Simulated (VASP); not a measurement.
# InGa2N3 (P6/mmm) in VASP: relaxation of cell and atoms with PBE

Aim: the relaxation of cell and atoms of InGa2N3 with PBE.

All numbers are computed with VASP 6.6.1; they aren't measurements. Logs are shortened: lines on timing, memory, paths and dates and some standing lists are left out, and cuts for length are marked.

## (1) The cell of the first run

It takes space group P6/mmm (No. 191, hexagonal). The conventional cell has a = 4.906 Å, b = 4.906 Å, c = 5.136 Å, α = 90.00°, β = 90.00°, γ = 120.00°. Within 4.7 Å of In (site symmetry 6/mmm) lie 12 N at 3.55 Å and 12 Ga at 3.82 Å. Within 1.9 Å of Ga (site symmetry -6m2) lie 3 N at 1.42 Å. Within 1.9 Å of N (site symmetry mmm) lie 2 Ga at 1.42 Å.

The cell was generated, and may not be a known phase.

## (2) Relaxation of cell and atoms, PBE

File INCAR:

```
SYSTEM = InGa2N3
ALGO = Normal ; EDIFF = 1E-7
EDIFFG = -0.04 ; ENCUT = 1330
GGA = PE ; GGA_COMPAT = .False.
IBRION = 2 ; ISIF = 3
ISMEAR = 0 ; LASPH = .True.
LCHARG = .False. ; LREAL = .False.
LWAVE = .False. ; NELM = 120
NELMIN = 4 ; NSW = 90
PREC = Accurate ; SIGMA = 0.1
```

File KPOINTS:

```
k-points
0
Gamma
  6 6 4
  0 0 0
```

File POSCAR:

```
InGa2N3
1.0
    4.9060318900      0.0000000000      0.0000000000
   -2.4530159500      4.2487482500      0.0000000000
    0.0000000000      0.0000000000      5.1362807500
In Ga N
1 2 3
Direct
    0.0000000000      0.0000000000      0.0000000000
    0.3333333300      0.6666666700      0.5000000000
    0.6666666700      0.3333333300      0.5000000000
    0.5000000000      0.0000000000      0.5000000000
    0.0000000000      0.5000000000      0.5000000000
    0.5000000000      0.5000000000      0.5000000000
```

Potentials or basis: VASP PAW PBE potentials, release 64 (In_d, Ga_d, N_h).

Run with:

```
$ cat potpaw_PBE.64/In_d/POTCAR potpaw_PBE.64/Ga_d/POTCAR potpaw_PBE.64/N_h/POTCAR > POTCAR
$ mpirun -np 1 vasp_std > vasp.out
```

OUTCAR:

```text
SYSTEM = InGa2N3
   EDIFF = 1E-7
   EDIFFG = -0.04
   ENCUT = 1330
   GGA = PE
   IBRION = 2
   ISIF = 3
   ISMEAR = 0
   LASPH = .True.
   LREAL = .False.
   NELM = 120
   NELMIN = 4
   NSW = 90
   PREC = Accurate

 ion  position               nearest neighbor table
   1  0.000  0.000  0.000-
   2  0.333  0.667  0.500-   5 1.42   4 1.42   6 1.42   3 2.83   3 2.83   3 2.83
   3  0.667  0.333  0.500-   5 1.42   4 1.42   6 1.42   2 2.83   2 2.83   2 2.83
   4  0.500  0.000  0.500-   2 1.42   3 1.42
   5  0.000  0.500  0.500-   2 1.42   3 1.42
   6  0.500  0.500  0.500-   2 1.42   3 1.42

  LATTYP: Found a hexagonal cell.
 ALAT       =     4.9060318900
 C/A-ratio  =     1.0469317903

  Lattice vectors:

 A1 = (   4.9060318900,   0.0000000000,   0.0000000000)
 A2 = (  -2.4530159500,   4.2487482500,   0.0000000000)
 A3 = (   0.0000000000,   0.0000000000,   5.1362807500)

Analysis of symmetry for initial positions (statically):
=====================================================================
 Subroutine PRICEL returns:
 Original cell was already a primitive cell.

 Routine SETGRP: Setting up the symmetry group for a
 hexagonal supercell.

 Subroutine GETGRP returns: Found 24 space group operations
 (whereof 24 operations were pure point group operations)
 out of a pool of 24 trial point group operations.

The static configuration has the point symmetry D_6h.

Analysis of symmetry for dynamics (positions and initial velocities):
=====================================================================
 Subroutine PRICEL returns:
 Original cell was already a primitive cell.

 Routine SETGRP: Setting up the symmetry group for a
 hexagonal supercell.

 Subroutine GETGRP returns: Found 24 space group operations
 (whereof 24 operations were pure point group operations)
 out of a pool of 24 trial point group operations.

The dynamic configuration has the point symmetry D_6h.

 Subroutine INISYM returns: Found 24 space group operations
 (whereof 24 operations are pure point group operations),
 and found     1 'primitive' translations

----------------------------------------------------------------------------------------

                                     Primitive cell

  volume of cell :     107.0632

  direct lattice vectors                    reciprocal lattice vectors
     4.906031890  0.000000000  0.000000000     0.203830717  0.117681720  0.000000000
    -2.453015950  4.248748250  0.000000000     0.000000000  0.235363439  0.000000000
     0.000000000  0.000000000  5.136280750     0.000000000  0.000000000  0.194693407

  length of vectors
     4.906031890  4.906031894  5.136280750     0.235363439  0.235363439  0.194693407

  position of ions in fractional coordinates (direct lattice)
     0.000000000  0.000000000  0.000000000
     0.333333330  0.666666670  0.500000000
     0.666666670  0.333333330  0.500000000
     0.500000000  0.000000000  0.500000000
     0.000000000  0.500000000  0.500000000
     0.500000000  0.500000000  0.500000000

  ion indices of the primitive-cell ions
   primitive index   ion index
                 1           1
                 2           2
                 3           3
                 4           4
                 5           5
                 6           6

----------------------------------------------------------------------------------------

 KPOINTS: k-points

Automatic generation of k-mesh.
 Grid dimensions read from file:
 generate k-points for:    6    6    4

 Generating k-lattice:

  Cartesian coordinates                     Fractional coordinates (reciprocal lattice)
     0.033971786  0.019613620  0.000000000     0.166666667  0.000000000  0.000000000
     0.000000000  0.039227240  0.000000000     0.000000000  0.166666667  0.000000000
     0.000000000  0.000000000  0.048673352     0.000000000  0.000000000  0.250000000

  Length of vectors
     0.039227240  0.039227240  0.048673352

  Shift w.r.t. Gamma in fractional coordinates (k-lattice)
     0.000000000  0.000000000  0.000000000

 Subroutine IBZKPT returns following result:
 ===========================================

 Found     21 irreducible k-points:

 Following reciprocal coordinates:
            Coordinates               Weight
  0.000000  0.000000  0.000000      1.000000
  0.166667  0.000000  0.000000      6.000000
  0.333333  0.000000  0.000000      6.000000
  0.500000  0.000000  0.000000      3.000000
  0.166667  0.166667  0.000000      6.000000
  0.333333  0.166667  0.000000     12.000000
[... 13 lines left out ...]
  0.333333  0.166667  0.500000     12.000000
  0.333333  0.333333  0.500000      2.000000
   k-points           NKPTS =     21   k-points in BZ     NKDIM =     21   number of bands    NBANDS=     32
   number of dos      NEDOS =    301   number of ions     NIONS =      6
   total plane-waves  NPLWV = 230400
   dimension x,y,z NGX =    60 NGY =   60 NGZ =   64
   dimension x,y,z NGXF=   120 NGYF=  120 NGZF=  128
   ions per type =               1   2   3
   NGX,Y,Z   is equivalent  to a cutoff of  20.33, 20.33, 20.71 a.u.
   NGXF,Y,Z  is equivalent  to a cutoff of  40.66, 40.66, 41.43 a.u.
 SYSTEM =  InGa2N3
   PREC   = accura    normal or accurate (medium, high low for compatibility)
   ISTART =      0    job   : 0-new  1-cont  2-samecut
   ICHARG =      2    charge: 1-file 2-atom 10-const
   ISPIN  =      1    spin polarized calculation?
   LNONCOLLINEAR =      F non collinear calculations
   LSORBIT =      F    spin-orbit coupling
   LASPH  =      T    aspherical Exc in radial PAW
   ENCUT  = 1330.0 eV  97.75 Ry    9.89 a.u.  14.59 14.59 15.27*2*pi/ulx,y,z
   NELM   =    120;   NELMIN=  4; NELMDL= -5     # of ELM steps
   EDIFF  = 0.1E-06   stopping-criterion for ELM
   LREAL  =      F    real-space projection
   EDIFFG = -.4E-01   stopping-criterion for IOM
   NSW    =     90    number of steps for IOM
   IBRION =      2    ionic relax: 0-MD 1-quasi-New 2-CG
   NFREE  =      1    steps in history (QN), initial steepest desc. (CG)
   ISIF   =      3    stress and relaxation
   ISYM   =      2    0-nonsym 1-usesym 2-fastsym
   POTIM  = 0.5000    time-step for ionic-motion
   TEBEG  =    0.0;   TEEND  =   0.0 temperature during run
   PSTRESS=    0.0 pullay stress
   NELECT =      54.0000    total number of electrons
   NUPDOWN=      -1.0000    fix difference up-down
   EMIN   =  10.00;   EMAX   =-10.00  energy-range for DOS
   EFERMI =   0.00;   METHOD = LEGACY
   ISMEAR =     0;   SIGMA  =   0.10  broadening in eV -4-tet -1-fermi 0-gaus
   EFERMI_NEDOS =   21; number of points for ismear=-14 and -15
   IALGO  =     38    algorithm
   IMIX   =      4    mixing-type and parameters
     AMIX     =   0.40;   BMIX     =  1.00
     AMIX_MAG =   1.60;   BMIX_MAG =  1.00
  volume/ion in A,a.u.               =      17.84       120.42
  Fermi-wavevector in a.u.,A,eV,Ry     =   1.303145  2.462587 23.105232  1.698187
  Thomas-Fermi vector in A             =   2.434166
   LORBIT       =      0    0 simple, 1 ext, 2 COOP (PROOUT), +10 PAW based schemes
   GGA     = PE    functional components
   LHFCALC =     F    Hartree Fock is set to
   AEXX    =    0.0000 exact exchange contribution
   IVDW    =     0    specifies the selected vdW correction
   LEPSILON=     F    determine dielectric tensor
   LRPA    =     F    only Hartree local field effects (RPA)
 conjugate gradient relaxation of ions
 non-spin polarized calculation
 Gauss-broadening in eV      SIGMA  =   0.10
  energy-cutoff  :     1330.00
  volume of cell :      107.06
 maximum number of plane-waves:     11857
 NGX is ok and might be reduce to    60
   NGX = 29   NGY = 29   NGZ = 31

--------------------------------------- Ionic step        1  -------------------------------------------

 number of electron      54.0000000 magnetization

 Free energy of the ion-electron system (eV)
  ---------------------------------------------------
  ext. energy  EPLUGINS =         0.00000000
  ---------------------------------------------------
  free energy    TOTEN  =        -5.25065341 eV

  energy without entropy =       -5.23009083  energy(sigma->0) =       -5.24037212

------------------------ aborting loop because EDIFF is reached ----------------------------------------

  FORCE on cell =-STRESS in cart. coord.  units (eV):
  Direction    XX          YY          ZZ          XY          YZ          ZX
  --------------------------------------------------------------------------------------
  -------------------------------------------------------------------------------------
  Total      110.8216961    110.8216962     -2.2109297     -0.0000001     -0.0000000      0.0000000
  in kB     1658.4227829   1658.4227841    -33.0860865     -0.0000020     -0.0000000      0.0000000
  external PRESSURE =    1094.5864935 kB  Pullay stress =       0.0000000 kB
[... 101 lines left out ...]
  FREE ENERGIE OF THE ION-ELECTRON SYSTEM (eV)
  ---------------------------------------------------
  free  energy   TOTEN  =       -26.0788718302 eV

  energy  without entropy=      -26.0257591936  energy(sigma->0) =      -26.05231551

 E-fermi :  -0.2741     XC(G=0):  -6.9688

 val. band max:       -0.2748444346   @ k =   0.3333   0.0000   0.0000
 cond. band min:      -0.2702471193   @ k =   0.1667   0.0000   0.0000
 fundamental gap:      0.0045973153
 Fermi energy:        -0.2740628866

 k-point     1 :       0.0000    0.0000    0.0000
  band No.  band energies     occupation
      1     -14.9310      2.00000
      2     -14.9310      2.00000
      3     -14.9287      2.00000
      4     -14.9222      2.00000
      5     -14.9222      2.00000
      6     -14.8392      2.00000
[... 724 lines left out ...]
     31       2.5089      0.00000
     32       4.6572      0.00000

 E-fermi :   2.9247     XC(G=0):  -9.7328

 val. band max:        2.9116331129   @ k =   0.1667   0.1667   0.2500
 cond. band min:       2.9510333336   @ k =   0.5000   0.0000   0.2500
 fundamental gap:      0.0394002207
 Fermi energy:         2.9246910284

 k-point     1 :       0.0000    0.0000    0.0000
  band No.  band energies     occupation
      1     -12.2707      2.00000
      2     -11.8051      2.00000
      3     -11.8051      2.00000
      4     -11.0148      2.00000
      5     -10.8121      2.00000
      6     -10.7875      2.00000
[... 724 lines left out ...]
     31       6.6709      0.00000
     32       8.2453      0.00000

[... ionic steps 4 to 13 ...]

--------------------------------------- Ionic step       14  -------------------------------------------

 number of electron      53.9999995 magnetization

------------------------ aborting loop because EDIFF is reached ----------------------------------------
[... 75 lines left out ...]
--------------------------------------- Ionic step       16  -------------------------------------------

 number of electron      53.9999994 magnetization

 Free energy of the ion-electron system (eV)
  ---------------------------------------------------
  ext. energy  EPLUGINS =         0.00000000
  ---------------------------------------------------
  free energy    TOTEN  =       -27.64575801 eV

  energy without entropy =      -27.62180264  energy(sigma->0) =      -27.63378032

 E-fermi :   2.4780     XC(G=0):  -9.4350

 val. band max:        2.4328786308   @ k =   0.3333   0.0000   0.0000
 cond. band min:       2.4974262085   @ k =   0.3333   0.1667   0.5000
 fundamental gap:      0.0645475776
 Fermi energy:         2.4780095313

 k-point     1 :       0.0000    0.0000    0.0000
  band No.  band energies     occupation
      1     -12.5938      2.00000
      2     -12.1521      2.00000
      3     -12.1521      2.00000
      4     -11.3735      2.00000
      5     -11.2380      2.00000
      6     -11.1730      2.00000
[... 757 lines left out ...]
  FREE ENERGIE OF THE ION-ELECTRON SYSTEM (eV)
  ---------------------------------------------------
  free  energy   TOTEN  =       -27.6457580059 eV

  energy  without entropy=      -27.6218026424  energy(sigma->0) =      -27.63378032

 reached required accuracy - stopping structural energy minimisation
```

Run time: 49 min. Hardware: 1 thread of Intel Xeon 6975P-C (Granite Rapids), shared host; peak memory 0.78 GiB.

Results:

| Item | Value |
| --- | --- |
| Free energy | -27.6458 eV |
| Relaxed volume | 18.61 Å³/atom |
| Relaxed cell | a = 6.271 Å, b = 6.271 Å, c = 3.279 Å, α = 90.00°, β = 90.00°, γ = 120.00° |
| Space group after relaxing (to 0.1 Å) | P6/mmm (No. 191) |
| Energy gained by relaxing | 3732.5 meV/atom |
| Ionic steps | 16 |
| Pressure after relaxing | 0.0 GPa |
| Band gap on the k mesh | zero (bands 27 and 28 overlap by 0.88 eV) |

Step by step:
```tsv
step	energy change (eV)	largest force (eV/Å)	pressure (GPa)	volume (Å³)
1	0.0000	0.0000	109.46	107.06
2	-5.1771	0.0000	-8.90	376.06
3	-20.8282	0.0000	-7.79	196.24
4	-21.4318	0.0000	-5.39	185.59
5	-21.7328	0.0000	0.29	169.96
6	-21.7454	0.0000	-0.94	172.72
7	-21.7903	0.0000	-0.95	169.66
8	-21.9202	0.0000	-0.93	160.50
9	-22.1567	0.0000	-0.85	142.16
10	-22.3575	0.0000	1.85	105.43
11	-22.3627	0.0000	-0.28	121.17
12	-22.3875	0.0000	0.20	115.43
13	-22.3925	0.0000	0.57	112.47
14	-22.3929	0.0000	0.72	111.26
15	-22.2908	0.0000	-4.37	114.63
16	-22.3951	0.0000	0.01	111.68
```

Final structure:
```
In Ga N
1.0
     6.27142    0.00000    0.00000
    -3.13571    5.43121    0.00000
     0.00000    0.00000    3.27893
In Ga N
1 2 3
Cartesian
  0.0000 0.0000 0.0000
  0.0000 3.6208 1.6395
  3.1357 1.8104 1.6395
  3.1357 0.0000 1.6395
  -1.5679 2.7156 1.6395
  1.5679 2.7156 1.6395
```

Caveat: a cell axis changed by over 15 % at a fixed basis, so the end point is rough; spin-orbit coupling is left out, which moves the levels of the heavy elements.

The gap in the log of VASP goes by the Fermi energy; the results here count the filled bands.